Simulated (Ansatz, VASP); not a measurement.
## ZnSe: VASP beside Ansatz

The input INCAR:

```
PREC = Accurate ; ENCUT = 500
EDIFF = 1E-7 ; ISMEAR = 0
SIGMA = 0.02 ; LREAL = F
LASPH = T ; NELM = 120
ALGO = Normal ; ISIF = 3
LWAVE = F ; LCHARG = F
GGA = PE ; IVDW = 12
IBRION = 2 ; NSW = 100
EDIFFG = -0.002 ; GGA_COMPAT = F
NELMIN = 4
```

The input KPOINTS:

```
regular mesh
0
Gamma
  8 8 8
```

The input POSCAR:

```
ZnSe
1.0
    0.0000000000      2.8250000000      2.8250000000
    2.8250000000      0.0000000000      2.8250000000
    2.8250000000      2.8250000000      0.0000000000
Zn Se
1 1
Direct
    0.0000000000      0.0000000000      0.0000000000
    0.2500000000      0.2500000000      0.2500000000
```

Input for Ansatz:

```yaml
crystal:
  lattice:
    - [0.0, 2.825, 2.825]
    - [2.825, 0.0, 2.825]
    - [2.825, 2.825, 0.0]
  atoms:
    - { symbol: Zn, position: [0.0, 0.0, 0.0] }
    - { symbol: Se, position: [0.25, 0.25, 0.25] }
basis:
  ecutwfc: 420
kpoints:
  mp_grid: { grid: [8, 8, 8] }
hamiltonian:
  xc: pbe
  dispersion: d3bj
  pseudopotentials: { kind: paw, azcp: { folder: soft_1 } }
scf:
  occupations: { method: gaussian, width: 0.02 }
output:
  forces: true
  stress: true
  eigenvalues: true
  write_density: true
  write_potential: true
  elf: true
  volumetric_format: npy
relax:
  adjacent_minimum: "off"
  f_tol: 0.002
  max_steps: 80
  cell: { stress_tol: 0.02 }
```

Alike in both runs: task relaxation of cell and atoms; functional PBE; dispersion D3(BJ); k mesh 8 × 8 × 8; occupations gaussian, width 0.02 eV; no spin polarisation.

|  | VASP | Ansatz |
| --- | --- | --- |
| version | VASP 6.6.1 | Ansatz 0.2.0 |
| potentials or method | VASP PAW PBE potentials, release 64 (Zn, Se), cutoff 500 eV | scalar-relativistic, plane waves, PAW |
| valence electrons in the cell | 18 | 28 |

Ansatz gave:

- gap on the k mesh at the Fermi level, each at its own relaxed structure (eV): 1.31
- relaxed volume (Å³/atom): 22.61
- relaxed cell length with the largest relative difference (Å): 3.999

Question: What did VASP give for the same quantities?

Answer: gap on the k mesh at the Fermi level, each at its own relaxed structure (eV): 1.30; relaxed volume (Å³/atom): 22.69; relaxed cell length with the largest relative difference (Å): 4.004.

VASP's potentials hold 18 valence electrons a cell and Ansatz's 28, so a difference there can come from the potentials and not from the codes.
